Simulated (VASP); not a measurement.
# HfB (Fm-3m) in VASP: settings compared, part 2 of 2

VASP 6.6.1. Earlier steps stand in the parts before.

**4. Single point, PBE**

File INCAR:

```
PREC = Accurate ; ENCUT = 520
EDIFF = 1E-6 ; ISMEAR = 0
SIGMA = 0.1 ; LREAL = False
LASPH = True ; NELM = 80
ALGO = Normal ; ISIF = 2
LWAVE = False ; LCHARG = False
GGA = PE ; NBANDS = 14
```

File KPOINTS:

```
Automatic mesh
0
Gamma
  4 4 4
```

File POSCAR:

```
HfB
1.0
    0.0000000000      2.3100000000      2.3100000000
    2.3100000000      0.0000000000      2.3100000000
    2.3100000000      2.3100000000      0.0000000000
Hf B
1 1
Direct
    0.5000000000      0.5000000000      0.5000000000
    0.0000000000      0.0000000000      0.0000000000
```

Potentials or basis: VASP PAW PBE potentials, release 64 (Hf_pv, B).

Command:

```sh
cat potpaw_PBE.64/Hf_pv/POTCAR potpaw_PBE.64/B/POTCAR > POTCAR
mpirun -np 1 vasp_std > vasp.out
```

OUTCAR:

```text
PREC = Accurate
   ENCUT = 520
   EDIFF = 1E-6
   ISMEAR = 0
   LREAL = False
   LASPH = True
   NELM = 80
   ISIF = 2
   GGA = PE

 ion  position               nearest neighbor table
   1  0.500  0.500  0.500-   2 2.31   2 2.31   2 2.31   2 2.31   2 2.31   2 2.31
   2  0.000  0.000  0.000-   1 2.31   1 2.31   1 2.31   1 2.31   1 2.31   1 2.31

  LATTYP: Found a face centered cubic cell.
 ALAT       =     4.6200000000

  Lattice vectors:

 A1 = (   0.0000000000,   2.3100000000,   2.3100000000)
 A2 = (   2.3100000000,   0.0000000000,   2.3100000000)
 A3 = (   2.3100000000,   2.3100000000,   0.0000000000)

Analysis of symmetry for initial positions (statically):
=====================================================================
 Subroutine PRICEL returns:
 Original cell was already a primitive cell.

 Routine SETGRP: Setting up the symmetry group for a
 face centered cubic supercell.

 Subroutine GETGRP returns: Found 48 space group operations
 (whereof 48 operations were pure point group operations)
 out of a pool of 48 trial point group operations.

The static configuration has the point symmetry O_h .

Analysis of symmetry for dynamics (positions and initial velocities):
[... 158 lines left out ...]
      8       9.1422      0.00000
      9       9.1422      0.00000
     10       9.1422      0.00000
     11       9.3523      0.00000
     12       9.3523      0.00000
     13      16.7901      0.00000
     14      18.1805      0.00000
[... 105 lines left out ...]
      1     -23.6487      2.00000
      2     -23.6487      2.00000
      3     -23.4484      2.00000
      4      -0.4962      2.00000
      5       3.8274      2.00000
      6       3.8274      2.00000
      7       3.8460      2.00000
      8      10.6669      0.00000
      9      10.6669      0.00000
     10      13.0446      0.00000
     11      13.1601      0.00000
     12      16.3582      0.00000
     13      20.2899      0.00000
     14      21.5967      0.00000

------------------------ aborting loop because EDIFF is reached ----------------------------------------

  FORCE on cell =-STRESS in cart. coord.  units (eV):
  Direction    XX          YY          ZZ          XY          YZ          ZX
  --------------------------------------------------------------------------------------
  -------------------------------------------------------------------------------------
  Total        5.0174504      5.0174504      5.0174504     -0.0000000     -0.0000000      0.0000000
  in kB      326.0826842    326.0826842    326.0826842     -0.0000000     -0.0000000      0.0000000
  external PRESSURE =     326.0826842 kB  Pullay stress =       0.0000000 kB

 VOLUME and BASIS-vectors are now :
 -----------------------------------------------------------------------------
  energy-cutoff  :      520.00
  volume of cell :       24.65
      direct lattice vectors                 reciprocal lattice vectors
     0.000000000  2.310000000  2.310000000    -0.216450216  0.216450216  0.216450216
     2.310000000  0.000000000  2.310000000     0.216450216 -0.216450216  0.216450216
     2.310000000  2.310000000  0.000000000     0.216450216  0.216450216 -0.216450216

 POSITION                                       TOTAL-FORCE (eV/Angst)
 -----------------------------------------------------------------------------------
      2.31000      2.31000      2.31000         0.000000     -0.000000     -0.000000
      0.00000      0.00000      0.00000         0.000000      0.000000      0.000000
 -----------------------------------------------------------------------------------
    total drift:                                0.000000     -0.000000      0.000000

  FREE ENERGIE OF THE ION-ELECTRON SYSTEM (eV)
  ---------------------------------------------------
  free  energy   TOTEN  =       -17.0472241480 eV

  energy  without entropy=      -17.0153378247  energy(sigma->0) =      -17.03128099
```

OSZICAR:

```text
N       E                     dE             d eps       ncg     rms          rms(c)
DAV:   1     0.146223876313E+02    0.14622E+02   -0.73761E+03   224   0.897E+02
DAV:   2    -0.180183226135E+02   -0.32641E+02   -0.31598E+02   284   0.172E+02
DAV:   3    -0.187532499171E+02   -0.73493E+00   -0.72836E+00   272   0.179E+01
DAV:   4    -0.187554854433E+02   -0.22355E-02   -0.22353E-02   272   0.125E+00
DAV:   5    -0.187554959467E+02   -0.10503E-04   -0.10503E-04   278   0.787E-02    0.673E+01
DAV:   6    -0.171177923198E+02    0.16377E+01   -0.23213E+00   254   0.100E+01    0.422E+01
DAV:   7    -0.170949231963E+02    0.22869E-01   -0.93949E-01   272   0.594E+00    0.847E+00
DAV:   8    -0.170518575804E+02    0.43066E-01   -0.20262E-01   242   0.276E+00    0.620E-01
DAV:   9    -0.170472135509E+02    0.46440E-02   -0.18155E-02   266   0.866E-01    0.530E-01
DAV:  10    -0.170472138073E+02   -0.25643E-06   -0.71208E-04   254   0.155E-01    0.441E-01
DAV:  11    -0.170472287525E+02   -0.14945E-04   -0.32541E-05   272   0.473E-02    0.797E-02
DAV:  12    -0.170472243800E+02    0.43725E-05   -0.51487E-06   266   0.177E-02    0.163E-02
DAV:  13    -0.170472241480E+02    0.23199E-06   -0.97344E-07   174   0.720E-03
   1 F= -.17047224E+02 E0= -.17031281E+02  d E =-.318863E-01
```

stdout:

```text
POSCAR found type information on POSCAR HfB
 POSCAR found :  2 types and       2 ions
 scaLAPACK will be used
 LDA part: xc-table for (Slater+PW92), standard interpolation
 POSCAR, INCAR and KPOINTS ok, starting setup
 FFT: planning ... GRIDC
 FFT: planning ... GRID_SOFT
 FFT: planning ... GRID
 WAVECAR not read
 entering main loop
```

Wall time 6.5 s (1 thread of AMD EPYC 7R43 (Zen 3), shared host); peak memory 0.1 GiB.

Results:

| Item | Value |
| --- | --- |
| Free energy | -17.0472 eV |
| Pressure | 32.6 GPa |

Levels at points of the mesh, in eV from the Fermi level:
| k point | band 5 | band 6 | band 7 | band 8 | band 9 | band 10 |
| --- | --- | --- | --- | --- | --- | --- |
| (0.00, 0.00, 0.00) | 2.15 | 2.15 | 2.15 | 3.97 | 3.97 | 3.97 |
| (0.50, 0.00, 0.00) | -4.07 | -1.39 | -1.39 | 6.49 | 6.49 | 7.55 |
| (0.50, 0.50, 0.00) | -1.16 | -0.93 | 2.37 | 2.37 | 6.21 | 7.85 |

Caveat: the k points lie up to 0.59 Å⁻¹ apart; spin-orbit coupling is left out, which moves the levels of the heavy elements.

**5. Single point, PBE**

File INCAR:

```
PREC = Accurate ; ENCUT = 520
EDIFF = 1E-6 ; ISMEAR = 0
SIGMA = 0.28 ; LREAL = F
LASPH = T ; NELM = 60
ALGO = Normal ; ISIF = 2
LWAVE = F ; LCHARG = F
GGA = PE ; NBANDS = 14
```

KPOINTS is that of step 4.

POSCAR is that of step 4.

Potentials or basis: VASP PAW PBE potentials, release 64 (Hf_pv, B).

Command:

```sh
cat potpaw_PBE.64/Hf_pv/POTCAR potpaw_PBE.64/B/POTCAR > POTCAR
mpirun -np 1 vasp_std > vasp.out
```

OUTCAR:

```text
PREC = Accurate
   ENCUT = 520
   EDIFF = 1E-6
   ISMEAR = 0
   LREAL = F
   LASPH = T
   NELM = 60
   ISIF = 2
   GGA = PE

 ion  position               nearest neighbor table
   1  0.500  0.500  0.500-   2 2.31   2 2.31   2 2.31   2 2.31   2 2.31   2 2.31
   2  0.000  0.000  0.000-   1 2.31   1 2.31   1 2.31   1 2.31   1 2.31   1 2.31

  LATTYP: Found a face centered cubic cell.
 ALAT       =     4.6200000000

  Lattice vectors:

 A1 = (   0.0000000000,   2.3100000000,   2.3100000000)
 A2 = (   2.3100000000,   0.0000000000,   2.3100000000)
 A3 = (   2.3100000000,   2.3100000000,   0.0000000000)

Analysis of symmetry for initial positions (statically):
=====================================================================
 Subroutine PRICEL returns:
 Original cell was already a primitive cell.

 Routine SETGRP: Setting up the symmetry group for a
 face centered cubic supercell.

 Subroutine GETGRP returns: Found 48 space group operations
 (whereof 48 operations were pure point group operations)
 out of a pool of 48 trial point group operations.

[... 156 lines left out ...]
      3     -23.1788      2.00000
      4      -4.4341      2.00000
      5       7.3224      0.00000
      6       7.3224      0.00000
      7       7.3224      0.00000
      8       9.1169      0.00000
      9       9.1169      0.00000
     10       9.1169      0.00000
     11       9.3522      0.00000
     12       9.3522      0.00000
     13      16.7962      0.00000
     14      18.1623      0.00000
[... 105 lines left out ...]
      1     -23.6441      2.00000
      2     -23.6441      2.00000
      3     -23.4437      2.00000
      4      -0.5131      2.00000
      5       3.8221      2.00000
      6       3.8221      2.00000
      7       3.8334      2.00000
      8      10.6586      0.00000
      9      10.6586      0.00000
     10      13.0496      0.00000
     11      13.1598      0.00000
     12      16.3521      0.00000
     13      20.2955      0.00000
     14      21.5919      0.00000

------------------------ aborting loop because EDIFF is reached ----------------------------------------

  FORCE on cell =-STRESS in cart. coord.  units (eV):
  Direction    XX          YY          ZZ          XY          YZ          ZX
  --------------------------------------------------------------------------------------
  -------------------------------------------------------------------------------------
  Total        4.9941030      4.9941030      4.9941030     -0.0000000      0.0000000     -0.0000000
  in kB      324.5653443    324.5653443    324.5653443     -0.0000000      0.0000000     -0.0000000
  external PRESSURE =     324.5653443 kB  Pullay stress =       0.0000000 kB

 VOLUME and BASIS-vectors are now :
 -----------------------------------------------------------------------------
  energy-cutoff  :      520.00
  volume of cell :       24.65
      direct lattice vectors                 reciprocal lattice vectors
     0.000000000  2.310000000  2.310000000    -0.216450216  0.216450216  0.216450216
     2.310000000  0.000000000  2.310000000     0.216450216 -0.216450216  0.216450216
     2.310000000  2.310000000  0.000000000     0.216450216  0.216450216 -0.216450216

 POSITION                                       TOTAL-FORCE (eV/Angst)
 -----------------------------------------------------------------------------------
      2.31000      2.31000      2.31000         0.000000      0.000000      0.000000
      0.00000      0.00000      0.00000         0.000000      0.000000     -0.000000
 -----------------------------------------------------------------------------------
    total drift:                               -0.000000     -0.000000      0.000000

  FREE ENERGIE OF THE ION-ELECTRON SYSTEM (eV)
  ---------------------------------------------------
  free  energy   TOTEN  =       -17.1114140960 eV

  energy  without entropy=      -17.0054573309  energy(sigma->0) =      -17.05843571
```

stdout:

```text
POSCAR found type information on POSCAR HfB
 POSCAR found :  2 types and       2 ions
 scaLAPACK will be used
 LDA part: xc-table for (Slater+PW92), standard interpolation
 POSCAR, INCAR and KPOINTS ok, starting setup
 FFT: planning ... GRIDC
 FFT: planning ... GRID_SOFT
 FFT: planning ... GRID
 WAVECAR not read
 entering main loop
```

Wall time 9.4 s (1 thread of AMD EPYC 7R43 (Zen 3), shared host); peak memory 0.09 GiB.

Results:

| Quantity | Value |
| --- | --- |
| Free energy | -17.1114 eV |
| Pressure | 32.5 GPa |

Caveat: the k points lie up to 0.59 Å⁻¹ apart; spin-orbit coupling is left out, which moves the levels of the heavy elements.

**6. Single point, PBEsol**

This run uses another cell than the first one, of 14.05 Å³/atom, 1.140 times its volume.

File INCAR:

```
  PREC = Accurate
  ENCUT = 520
  EDIFF = 1E-6
  ISMEAR = 0
  SIGMA = 0.1
  LREAL = False
  LASPH = True
  NELM = 60
  ALGO = Normal
  ISIF = 2
  LWAVE = False
  LCHARG = False
  GGA = PS
  ISYM = 0
  NBANDS = 14
```

File KPOINTS:

```
Automatic mesh
0
Gamma
  6 1 3
  0.5 0.5 0.5
```

File POSCAR:

```
HfB
1.0
    0.0000000000      2.4131274710      2.4131274710
    2.4131274710      0.0000000000      2.4131274710
    2.4131274710      2.4131274710      0.0000000000
Hf B
1 1
Direct
    0.5000000000      0.5000000000      0.5000000000
    0.0000000000      0.0000000000      0.0000000000
```

Potentials or basis: VASP PAW PBE potentials, release 64 (Hf_pv, B).

Command:

```sh
cat potpaw_PBE.64/Hf_pv/POTCAR potpaw_PBE.64/B/POTCAR > POTCAR
mpirun -np 1 vasp_std > vasp.out
```

It took 10 s on 1 thread of AMD EPYC 7R43 (Zen 3), shared host; peak memory 0.11 GiB.

The run converged, but its numbers aren't listed here, since they failed a check.

Caveat: the k points lie up to 2.25 Å⁻¹ apart; the PAW data sets were made with another functional, which shifts forces and pressure a little; spin-orbit coupling is left out, which moves the levels of the heavy elements.

**7. Summary**

| k mesh | smearing | gap on the mesh (eV) | pressure (GPa) |
| --- | --- | --- | --- |
| 8 × 8 × 8 | gaussian 0.1 eV | none | 30.7 |
| 2 × 2 × 2 | methfessel-paxton 0.029 eV | none | 27.2 |
| 4 × 4 × 4 | gaussian 0.1 eV | none | 32.6 |
| 4 × 4 × 4 | gaussian 0.28 eV | none | 32.5 |

Alike in all rows: task single point; level PBE; potentials or basis VASP PAW PBE potentials, release 64 (Hf_pv, B); no spin polarisation; cell as given; cutoff (eV) 520.

Caveats: some runs use coarse meshes; spin-orbit coupling is left out, which moves the levels of the heavy elements.

Total energies depend on the potentials used, so only differences within one code and one set of settings carry meaning.
